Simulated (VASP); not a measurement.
A run of VASP 6.6.1:

File INCAR:

```
SYSTEM = SnO2
  ALGO = Normal
  EDIFF = 1E-6
  ENCUT = 520
  ISIF = 2
  ISMEAR = 0
  LASPH = .TRUE.
  LCHARG = .TRUE.
  LELF = .TRUE.
  LREAL = .FALSE.
  LVHAR = .TRUE.
  LWAVE = .FALSE.
  NBANDS = 35
  NELM = 80
  PREC = Accurate
  SIGMA = 0.05
```

File KPOINTS:

```
k-points
0
G
  6 6 8
  0 0 0
```

Contents of POSCAR:

```
SnO2
1.0
    4.7212714761      0.0000000000      0.0000000000
    0.0000000000      4.7242464798      0.0000000000
    0.0000000000      0.0000000000      3.2378696909
Sn O
2 4
Direct
    0.5000000000      0.5000000000      0.5000000000
    0.0000000000      0.0000000000      0.0000000000
    0.3055669685      0.3065721192      0.0000000000
    0.8055669685      0.1934278808      0.5000000000
    0.1944330315      0.8065721192      0.5000000000
    0.6944330315      0.6934278808      0.0000000000
```

Potentials or basis: VASP PAW LDA potentials, release 64 (Sn_d, O).

Command:

```sh
$ cat potpaw_LDA.64/Sn_d/POTCAR potpaw_LDA.64/O/POTCAR > POTCAR
$ mpirun -np 1 vasp_std > vasp.out
```

Hardware: 1 thread of Intel(R) Xeon(R) Platinum 8259CL CPU @ 2.50GHz (Skylake/Cascade Lake), on a shared host.

Problem. How long does it take, and how much memory?

Solution. Run time: 2.2 min on 1 thread of Intel(R) Xeon(R) Platinum 8259CL CPU @ 2.50GHz (Skylake/Cascade Lake), with other jobs on the host, peak memory 0.26 GiB. Counts: scf iterations 14, k points 80.
